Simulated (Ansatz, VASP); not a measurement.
One calculation of InAs, two programs

File POSCAR:

```
InAs
1.0
    0.0000000000      3.0180000000      3.0180000000
    3.0180000000      0.0000000000      3.0180000000
    3.0180000000      3.0180000000      0.0000000000
In As
1 1
Direct
    0.0000000000      0.0000000000      0.0000000000
    0.7500000000      0.7500000000      0.7500000000
```

The input INCAR.step1:

```
PREC = Accurate ; ENCUT = 520
EDIFF = 1E-5 ; ISMEAR = -1
SIGMA = 0.05 ; LREAL = False
LASPH = True ; NELM = 100
ALGO = Normal ; ISIF = 2
LWAVE = True ; GGA = PE
NBANDS = 16
```

Contents of INCAR.step2:

```
PREC = Accurate ; ENCUT = 520
EDIFF = 1E-7 ; ISMEAR = -1
SIGMA = 0.05 ; LREAL = False
LASPH = True ; NELM = 100
ALGO = Normal ; ISIF = 2
LWAVE = False ; LCHARG = True
GGA = PE ; LHFCALC = True
AEXX = 0.2 ; HFSCREEN = 0.2
PRECFOCK = Normal ; LELF = True
LVHAR = True ; ISTART = 1
NBANDS = 16
```

File KPOINTS:

```
Automatic mesh
0
Gamma
  4 4 4
```

Contents of input.yaml:

```yaml
crystal:
  lattice:
    - [0.0, 3.018, 3.018]
    - [3.018, 0.0, 3.018]
    - [3.018, 3.018, 0.0]
  atoms:
    - { symbol: In, position: [0.0, 0.0, 0.0] }
    - { symbol: As, position: [0.75, 0.75, 0.75] }
hamiltonian:
  xc: { exchange: pbe, correlation: pbe, exx: { coeff: 0.2, omega: 0.2 } }
  pseudopotentials: { kind: paw }
kpoints:
  mp_grid: { grid: [4, 4, 4] }
scf:
  occupations: { method: fermi_dirac, width: 0.05 }
output:
  forces: true
  stress: true
  eigenvalues: true
  write_density: true
  write_potential: true
  elf: true
  volumetric_format: npy
```

Alike in both runs: task single point; functional PBE-based screened hybrid; k mesh 4 × 4 × 4; occupations fermi-dirac, width 0.05 eV; no spin polarisation.

|  | VASP | Ansatz |
| --- | --- | --- |
| version | VASP 6.6.1 | Ansatz 0.2.0 |
| potentials or method | VASP PAW PBE potentials, release 64 (In_d, As) | Ansatz PAW |
| plane-wave cutoff (eV) | 520 | 420 |
| valence electrons in the cell | 18 | 28 |

```tsv
	VASP	Ansatz	Ansatz less VASP
gap on the k mesh at the Fermi level (eV)	0.46	0.46	0.000
least direct gap on the mesh (eV)	0.46	0.46	0.000
pressure (GPa)	2.7	2.8	+0.11
```

VASP's potentials were made for PBE, not for PBE-based screened hybrid. VASP's potentials hold 18 valence electrons a cell and Ansatz's 28, so a difference there can come from the potentials and not from the codes.

The k mesh is coarse, so the values compare programs but aren't converged.
